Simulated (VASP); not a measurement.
**In: single point with BLYP**

The system is In.

```xyz
2
Lattice="3.6526 0.0000 0.0000 -1.8263 3.1632 0.0000 0.0000 0.0000 5.8700" Properties=species:S:1:pos:R:3 pbc="T T T"
In    0.0000    2.1088    1.4675
In    1.8263    1.0544    4.4025
```

This isn't the form of In at room conditions, which is tetragonal.

```
Program                : VASP 6.6.1
Task                   : single point
Functional             : BLYP
Potentials or basis    : VASP PAW PBE potentials, release 64 (In_d)
Cutoff                 : 520 eV
k mesh                 : 12 × 12 × 6
Occupations            : fermi-dirac, width 0.1 eV
Spin                   : no spin polarisation
Dipole correction      : no
Further INCAR settings : ALGO = Normal; EDIFF = 1e-07; NBANDS = 20
```

```json
{
  "Pressure": "-1.4 GPa",
  "Band gap on the k mesh": "zero (bands 13 and 14 overlap by 4.64 eV)"
}
```

Stress tensor (GPa, compression positive):
```
-1.25  0.00  0.00
 0.00 -1.25  0.00
 0.00  0.00 -1.58
```

Levels at points of the mesh, in eV from the Fermi level:
```csv
k point,band 9,band 10,band 11,band 12,band 13,band 14,band 15,band 16,band 17,band 18
"(0.00, 0.00, 0.00)",-14.35,-14.35,-7.99,-4.21,-2.23,6.30,6.30,7.83,7.83,8.45
"(0.50, 0.00, 0.00)",-14.34,-14.34,-4.65,-3.62,-0.43,0.46,1.00,2.87,3.28,6.52
"(0.00, 0.00, 0.50)",-14.39,-14.39,-6.86,-6.86,2.65,2.65,7.08,7.08,7.08,7.08
"(0.50, 0.00, 0.50)",-14.35,-14.35,-3.75,-3.75,-1.80,-1.80,4.47,4.47,4.91,4.91
```

Wall time 48 s on 1 thread of AMD EPYC 9R45 96-Core Processor (Zen 5), with other jobs on the host, peak memory 0.2 GiB.

Caveat: the PAW data sets were made with another functional, which shifts forces and pressure a little; spin-orbit coupling is left out, which moves the levels of the heavy elements.
